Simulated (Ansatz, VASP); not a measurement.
**Two plane-wave programs on Ta4C3**

```
Ta C
1.0
     1.59043    0.91823   10.16451
    -1.59043    0.91823   10.16451
     0.00000   -1.83647   10.16451
Ta C
4 3
Direct
  0.37337 0.37337 0.37337
  0.62446 0.62446 0.62446
  0.20962 0.20962 0.20962
  0.79440 0.79440 0.79440
  0.50259 0.50259 0.50259
  0.99602 0.99602 0.99602
  0.08454 0.08454 0.08454
```

Change from the starting cell: strain +0.0250 x Voigt [1, 1, 0, 0, 0, 0], atoms carried along.

Alike in both runs: task single point; functional PBEsol; k mesh 12 × 12 × 12; occupations gaussian, width 0.15 eV; no spin polarisation.

```csv
,VASP,Ansatz
version,VASP 6.6.1,Ansatz 0.2.0
potentials or method,"VASP PAW PBE potentials, release 64 (Ta_pv, C), cutoff 520 eV","scalar-relativistic, plane waves, PAW"
valence electrons in the cell,56,64
```

|  | VASP | Ansatz | Ansatz less VASP |
| --- | --- | --- | --- |
| gap on the k mesh at the Fermi level (eV) | none | none | - |
| pressure (GPa) | -13.5 | -14.0 | -0.56 |
| traceless stress, the component that is largest in VASP (GPa) | 5.58 | 5.60 | +0.022 |
| rms of the force components (eV/Å) | 0.136 | 0.147 | +0.0107 |

VASP's potentials were made for PBE, not for PBEsol. Atom by atom the forces differ by 0.012 eV/Å (rms over components). A gap of «none» marks a metal or a gap that the smearing closes. VASP's potentials hold 56 valence electrons a cell and Ansatz's 64, so a difference there can come from the potentials and not from the codes.

Neither program's run includes spin-orbit coupling.
